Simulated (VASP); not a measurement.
# LiCl (P6_3/mmc) in VASP: settings compared, part 2 of 2

VASP 6.6.1. The steps go on from the part before.

## (4) Single point, r2SCAN (20.80 Å³/atom)

This run uses another cell than the first one, of 20.80 Å³/atom.

POSCAR reads:

```
LiCl
1.0
    4.2434997429      0.0000000000      0.0000000000
   -2.1217498715      3.6749785783      0.0000000000
    0.0000000000      0.0000000000      5.3351707570
Li Cl
2 2
Direct
    0.3333333333      0.6666666667      0.2500000000
    0.6666666667      0.3333333333      0.7500000000
    0.6666666667      0.3333333333      0.2500000000
    0.3333333333      0.6666666667      0.7500000000
```

INCAR.step1 reads:

```
SYSTEM = LiCl
PREC = Accurate ; ENCUT = 520
ISMEAR = 0 ; SIGMA = 0.01
LREAL = .FALSE. ; LASPH = .TRUE.
NELM = 80 ; NBANDS = 18
GGA = PE ; ALGO = Normal
EDIFF = 1E-4 ; LWAVE = .TRUE.
LCHARG = .FALSE.
```

INCAR.step2 reads:

```
SYSTEM = LiCl
PREC = Accurate ; ENCUT = 520
EDIFF = 1E-6 ; ISMEAR = 0
SIGMA = 0.01 ; LREAL = .FALSE.
LASPH = .TRUE. ; NELM = 80
ALGO = Normal ; ISIF = 2
LWAVE = .FALSE. ; LCHARG = .FALSE.
METAGGA = R2SCAN ; LMIXTAU = .TRUE.
NBANDS = 18 ; ISTART = 1
```

KPOINTS reads:

```
Automatic mesh
0
G
  6 6 4
  0 0 0
```

On the command line:

```bash
cat potpaw_PBE.64/Li_sv/POTCAR potpaw_PBE.64/Cl/POTCAR > POTCAR
cp INCAR.step1 INCAR
mpirun -np 1 vasp_std > vasp.out
cp INCAR.step2 INCAR
mpirun -np 1 vasp_std > vasp.out
```

It took 1.8 min on 1 thread of Intel Xeon 8259CL, shared host; peak memory 0.2 GiB.

Results (log left out):

```
Free energy            : -25.0692 eV
Band gap on the k mesh : 6.16 eV
```

Levels at points of the mesh, in eV from the valence-band top:
```
           k point  band 8  band 9  band 10  band 11  band 12  band 13
(0.00, 0.00, 0.00)   -0.58   -0.58     0.00     6.16     8.70     9.53
(0.50, 0.00, 0.00)   -1.31   -0.90    -0.62     7.85     9.11     9.45
(0.00, 0.00, 0.50)   -0.94   -0.94    -0.94     8.06     8.06     9.55
(0.50, 0.00, 0.50)   -1.24   -0.46    -0.46     7.80     7.80    10.00
```

Caveat: the cutoff is under 1.25 times the usual one of these potentials, so pressure, stress and relaxed cells hold a basis-set (Pulay) error; the PAW data sets were made with another functional, which shifts forces and pressure a little.

## (5) Single point, PBE

INCAR reads:

```
SYSTEM = LiCl
PREC = Accurate ; ENCUT = 520
EDIFF = 1E-6 ; ISMEAR = 0
SIGMA = 0.01 ; LREAL = .FALSE.
LASPH = .TRUE. ; NELM = 80
ALGO = Normal ; ISIF = 2
LWAVE = .FALSE. ; LCHARG = .FALSE.
GGA = PE ; NBANDS = 18
```

KPOINTS reads:

```
regular mesh
0
G
  12 12 6
  0 0 0
```

POSCAR reads:

```
LiCl
1.0
    4.1618736540      0.0000000000      0.0000000000
   -2.0809368270      3.6042883117      0.0000000000
    0.0000000000      0.0000000000      5.2325457660
Li Cl
2 2
Direct
    0.3333333333      0.6666666667      0.2500000000
    0.6666666667      0.3333333333      0.7500000000
    0.6666666667      0.3333333333      0.2500000000
    0.3333333333      0.6666666667      0.7500000000
```

Potentials or basis: VASP PAW PBE potentials, release 64 (Li_sv, Cl).

On the command line:

```bash
cat potpaw_PBE.64/Li_sv/POTCAR potpaw_PBE.64/Cl/POTCAR > POTCAR
mpirun -np 1 vasp_std > vasp.out
```

OUTCAR:

```text
SYSTEM = LiCl
   PREC = Accurate
   ENCUT = 520
   EDIFF = 1E-6
   ISMEAR = 0
   LREAL = .FALSE.
   LASPH = .TRUE.
   NELM = 80
   ISIF = 2
   GGA = PE

 ion  position               nearest neighbor table
   1  0.333  0.667  0.250-   3 2.40   3 2.40   3 2.40   4 2.62   4 2.62
   2  0.667  0.333  0.750-   4 2.40   4 2.40   4 2.40   3 2.62   3 2.62
   3  0.667  0.333  0.250-   1 2.40   1 2.40   1 2.40   2 2.62   2 2.62
   4  0.333  0.667  0.750-   2 2.40   2 2.40   2 2.40   1 2.62   1 2.62

  LATTYP: Found a hexagonal cell.
 ALAT       =     4.1618736540
 C/A-ratio  =     1.2572572358
[... 705 lines left out ...]
  --------------------------------------------------------------------------------------
  -------------------------------------------------------------------------------------
  Total        0.2509007      0.2509007      0.2668691      0.0000000     -0.0000000     -0.0000000
  in kB        5.1214267      5.1214267      5.4473764      0.0000000     -0.0000000     -0.0000000
  external PRESSURE =       5.2300766 kB  Pullay stress =       0.0000000 kB

 VOLUME and BASIS-vectors are now :
 -----------------------------------------------------------------------------
  energy-cutoff  :      520.00
  volume of cell :       78.49
      direct lattice vectors                 reciprocal lattice vectors
     4.161873654  0.000000000  0.000000000     0.240276395  0.138723642  0.000000000
    -2.080936827  3.604288312  0.000000000     0.000000000  0.277447283  0.000000000
     0.000000000  0.000000000  5.232545766     0.000000000  0.000000000  0.191111563

 POSITION                                       TOTAL-FORCE (eV/Angst)
 -----------------------------------------------------------------------------------
     -0.00000      2.40286      1.30814         0.000000     -0.000000      0.000000
      2.08094      1.20143      3.92441        -0.000000      0.000000      0.000000
      2.08094      1.20143      1.30814        -0.000000      0.000000      0.000000
     -0.00000      2.40286      3.92441        -0.000000     -0.000000      0.000000
 -----------------------------------------------------------------------------------
    total drift:                               -0.000000      0.000000     -0.000000

  FREE ENERGIE OF THE ION-ELECTRON SYSTEM (eV)
  ---------------------------------------------------
  free  energy   TOTEN  =       -14.7852525527 eV

  energy  without entropy=      -14.7852525527  energy(sigma->0) =      -14.78525255
```

OSZICAR:

```text
N       E                     dE             d eps       ncg     rms          rms(c)
DAV:   1     0.129682264031E+03    0.12968E+03   -0.88980E+03  2736   0.107E+03
DAV:   2    -0.259040325325E+00   -0.12994E+03   -0.12528E+03  3430   0.235E+02
DAV:   3    -0.145230948340E+02   -0.14264E+02   -0.14189E+02  4888   0.667E+01
DAV:   4    -0.149827643364E+02   -0.45967E+00   -0.45838E+00  3924   0.126E+01
DAV:   5    -0.150085785577E+02   -0.25814E-01   -0.25809E-01  4252   0.243E+00    0.334E+00
DAV:   6    -0.147689334682E+02    0.23965E+00   -0.38180E-01  3266   0.295E+00    0.246E+00
DAV:   7    -0.147654905954E+02    0.34429E-02   -0.14257E-01  3756   0.180E+00    0.143E+00
DAV:   8    -0.147840246057E+02   -0.18534E-01   -0.26739E-02  3148   0.103E+00    0.296E-01
DAV:   9    -0.147841682441E+02   -0.14364E-03   -0.12423E-03  3936   0.232E-01    0.853E-02
DAV:  10    -0.147852132677E+02   -0.10450E-02   -0.10950E-03  2998   0.196E-01    0.161E-02
DAV:  11    -0.147852397529E+02   -0.26485E-04   -0.28794E-05  3780   0.357E-02    0.155E-02
DAV:  12    -0.147852530335E+02   -0.13281E-04   -0.16141E-05  2970   0.242E-02    0.573E-03
DAV:  13    -0.147852525527E+02    0.48083E-06   -0.26889E-07  3406   0.359E-03
   1 F= -.14785253E+02 E0= -.14785253E+02  d E =-.333201E-34
```

It took 92 s on 1 thread of Intel Xeon 8259CL, shared host; peak memory 0.23 GiB.

What came out:

```yaml
Free_energy: -14.7853 eV
Band_gap_on_the_k_mesh: 5.66 eV
```

Levels at points of the mesh, in eV from the valence-band top:
```csv
k point,band 7,band 8,band 9,band 10,band 11,band 12,band 13,band 14
"(0.00, 0.00, 0.00)",-1.38,-0.60,-0.60,0.00,5.66,8.02,8.79,8.79
"(0.50, 0.00, 0.00)",-1.86,-1.41,-0.99,-0.65,7.29,8.48,8.90,10.32
"(0.00, 0.00, 0.50)",-1.00,-1.00,-1.00,-1.00,7.61,7.61,8.81,8.81
"(0.50, 0.00, 0.50)",-1.32,-1.32,-0.49,-0.49,7.23,7.23,9.25,9.25
```

Caveat: the cutoff is under 1.25 times the usual one of these potentials, so pressure, stress and relaxed cells hold a basis-set (Pulay) error.

## (6) Single point, r2SCAN

POSCAR is that of step 5.

INCAR.step1 reads:

```
PREC     = Accurate       # precision mode
ENCUT    = 520            # plane-wave cutoff, eV
ISMEAR   = 0              # smearing method
SIGMA    = 0.01           # smearing width, eV
LREAL    = False          # projectors in reciprocal space
LASPH    = True           # aspherical terms in the spheres
NELM     = 80             # most SCF steps
NBANDS   = 18             # bands
GGA      = PE             # functional
ALGO     = Normal         # electronic algorithm
EDIFF    = 1E-4           # SCF threshold, eV
LWAVE    = True           # write WAVECAR
LCHARG   = False          # write CHGCAR
```

INCAR.step2 reads:

```
PREC     = Accurate       # precision mode
ENCUT    = 520            # plane-wave cutoff, eV
EDIFF    = 1E-6           # SCF threshold, eV
ISMEAR   = 0              # smearing method
SIGMA    = 0.01           # smearing width, eV
LREAL    = False          # projectors in reciprocal space
LASPH    = True           # aspherical terms in the spheres
NELM     = 80             # most SCF steps
ALGO     = Normal         # electronic algorithm
ISIF     = 2              # what is computed and relaxed
LWAVE    = False          # write WAVECAR
LCHARG   = False          # write CHGCAR
METAGGA  = R2SCAN         # meta-GGA
LMIXTAU  = True         
NBANDS   = 18             # bands
ISTART   = 1
```

KPOINTS reads:

```
Automatic mesh
0
Gamma
  12 12 6
```

Potentials or basis: VASP PAW PBE potentials, release 64 (Li_sv, Cl).

On the command line:

```bash
cat potpaw_PBE.64/Li_sv/POTCAR potpaw_PBE.64/Cl/POTCAR > POTCAR
cp INCAR.step1 INCAR
mpirun -np 1 vasp_std > vasp.out
cp INCAR.step2 INCAR
mpirun -np 1 vasp_std > vasp.out
```

OUTCAR:

```text
PREC = Accurate
   ENCUT = 520
   EDIFF = 1E-6
   ISMEAR = 0
   LREAL = False
   LASPH = True
   NELM = 80
   ISIF = 2
   METAGGA = R2SCAN
   ISTART = 1

 ion  position               nearest neighbor table
   1  0.333  0.667  0.250-   3 2.40   3 2.40   3 2.40   4 2.62   4 2.62
   2  0.667  0.333  0.750-   4 2.40   4 2.40   4 2.40   3 2.62   3 2.62
   3  0.667  0.333  0.250-   1 2.40   1 2.40   1 2.40   2 2.62   2 2.62
   4  0.333  0.667  0.750-   2 2.40   2 2.40   2 2.40   1 2.62   1 2.62

  LATTYP: Found a hexagonal cell.
 ALAT       =     4.1618736540
 C/A-ratio  =     1.2572572358

  Lattice vectors:

 A1 = (   4.1618736540,   0.0000000000,   0.0000000000)
 A2 = (  -2.0809368270,   3.6042883117,   0.0000000000)
 A3 = (   0.0000000000,   0.0000000000,   5.2325457660)

Analysis of symmetry for initial positions (statically):
=====================================================================
 Subroutine PRICEL returns:
 Original cell was already a primitive cell.

 Routine SETGRP: Setting up the symmetry group for a
 hexagonal supercell.

[... 172 lines left out ...]

 E-fermi :  -0.5370     XC(G=0):  -8.3357

 val. band max:       -0.7351636662   @ k =   0.0000   0.0000   0.0000
 cond. band min:       5.6173246007   @ k =   0.0000   0.0000   0.0000
 fundamental gap:      6.3524882669
 Fermi energy:        -0.5369581739

 k-point     1 :       0.0000    0.0000    0.0000
  band No.  band energies     occupation
      1     -45.5733      2.00000
      2     -45.5698      2.00000
      3     -14.6781      2.00000
      4     -13.9259      2.00000
      5      -3.5740      2.00000
      6      -2.1495      2.00000
[... 481 lines left out ...]
      5      -3.1727      2.00000
      6      -2.5250      2.00000
[... 10 lines left out ...]
     17      11.5508      0.00000
     18      11.9542      0.00000

 [... further k-points ...]

------------------------ aborting loop because EDIFF is reached ----------------------------------------

  FORCE on cell =-STRESS in cart. coord.  units (eV):
  Direction    XX          YY          ZZ          XY          YZ          ZX
  --------------------------------------------------------------------------------------
  -------------------------------------------------------------------------------------
  Total       -0.2263205     -0.2263205     -0.2067907      0.0000000      0.0000000     -0.0000000
  in kB       -4.6196930     -4.6196930     -4.2210460      0.0000000      0.0000000     -0.0000000
  external PRESSURE =      -4.4868107 kB  Pullay stress =       0.0000000 kB

 VOLUME and BASIS-vectors are now :
 -----------------------------------------------------------------------------
  energy-cutoff  :      520.00
  volume of cell :       78.49
      direct lattice vectors                 reciprocal lattice vectors
     4.161873654  0.000000000  0.000000000     0.240276395  0.138723642  0.000000000
    -2.080936827  3.604288312  0.000000000     0.000000000  0.277447283  0.000000000
     0.000000000  0.000000000  5.232545766     0.000000000  0.000000000  0.191111563

 POSITION                                       TOTAL-FORCE (eV/Angst)
 -----------------------------------------------------------------------------------
     -0.00000      2.40286      1.30814         0.000000     -0.000000      0.000000
      2.08094      1.20143      3.92441        -0.000000      0.000000      0.000000
      2.08094      1.20143      1.30814         0.000000     -0.000000      0.000000
     -0.00000      2.40286      3.92441        -0.000000      0.000000      0.000000
 -----------------------------------------------------------------------------------
    total drift:                               -0.000000      0.000000     -0.000000

  FREE ENERGIE OF THE ION-ELECTRON SYSTEM (eV)
  ---------------------------------------------------
  free  energy   TOTEN  =       -25.1002656224 eV

  energy  without entropy=      -25.1002656224  energy(sigma->0) =      -25.10026562
```

OSZICAR.step1:

```text
N       E                     dE             d eps       ncg     rms          rms(c)
DAV:   1     0.129682264031E+03    0.12968E+03   -0.88980E+03  2736   0.107E+03
DAV:   2    -0.259040325325E+00   -0.12994E+03   -0.12528E+03  3430   0.235E+02
DAV:   3    -0.145230948340E+02   -0.14264E+02   -0.14189E+02  4888   0.667E+01
DAV:   4    -0.149827643364E+02   -0.45967E+00   -0.45838E+00  3924   0.126E+01
DAV:   5    -0.150085785577E+02   -0.25814E-01   -0.25809E-01  4252   0.243E+00    0.334E+00
DAV:   6    -0.147689334682E+02    0.23965E+00   -0.38180E-01  3266   0.295E+00    0.246E+00
DAV:   7    -0.147654905954E+02    0.34429E-02   -0.14257E-01  3756   0.180E+00    0.143E+00
DAV:   8    -0.147840246057E+02   -0.18534E-01   -0.26739E-02  3148   0.103E+00    0.296E-01
DAV:   9    -0.147841682441E+02   -0.14364E-03   -0.12423E-03  3936   0.232E-01    0.853E-02
DAV:  10    -0.147852132677E+02   -0.10450E-02   -0.10950E-03  2998   0.196E-01    0.161E-02
DAV:  11    -0.147852393475E+02   -0.26080E-04   -0.24740E-05  3106   0.357E-02
   1 F= -.14785239E+02 E0= -.14785239E+02  d E =-.516866E-36
```

It took 5.2 min on 1 thread of Intel Xeon 8259CL, shared host; peak memory 0.25 GiB.

Results:

```
Free energy            : -25.1003 eV
Band gap on the k mesh : 6.35 eV
```

Caveat: the cutoff is under 1.25 times the usual one of these potentials, so pressure, stress and relaxed cells hold a basis-set (Pulay) error; the PAW data sets were made with another functional, which shifts forces and pressure a little.

## (7) The runs side by side

| level | cell | k mesh | gap on the mesh (eV) |
| --- | --- | --- | --- |
| r2SCAN | a = 4.162, b = 4.162, c = 5.233 Å, angles 90.0, 90.0, 120.0°, 4 atoms | 6 × 6 × 4 | 6.35 |
| r2SCAN | a = 4.203, b = 4.203, c = 5.284 Å, angles 90.0, 90.0, 120.0°, 4 atoms | 6 × 6 × 4 | 6.25 |
| r2SCAN | a = 4.243, b = 4.243, c = 5.335 Å, angles 90.0, 90.0, 120.0°, 4 atoms | 6 × 6 × 4 | 6.16 |
| PBE | a = 4.162, b = 4.162, c = 5.233 Å, angles 90.0, 90.0, 120.0°, 4 atoms | 12 × 12 × 6 | 5.66 |
| r2SCAN | a = 4.162, b = 4.162, c = 5.233 Å, angles 90.0, 90.0, 120.0°, 4 atoms | 12 × 12 × 6 | 6.35 |

Alike in all rows: task single point; potentials or basis VASP PAW PBE potentials, release 64 (Li_sv, Cl); no spin polarisation; cutoff (eV) 520; smearing gaussian 0.01 eV.

On the cell as given the gap runs from 5.66 eV (PBE) to 6.35 eV (r2SCAN); the meshes differ, which moves gaps too.

Caveats: the cutoff is under 1.25 times the usual one of these potentials, so pressure, stress and relaxed cells hold a basis-set (Pulay) error; the PAW data sets were made with another functional, which shifts forces and pressure a little (at least some runs).

Absolute energies hang on the potentials; compare differences alone.
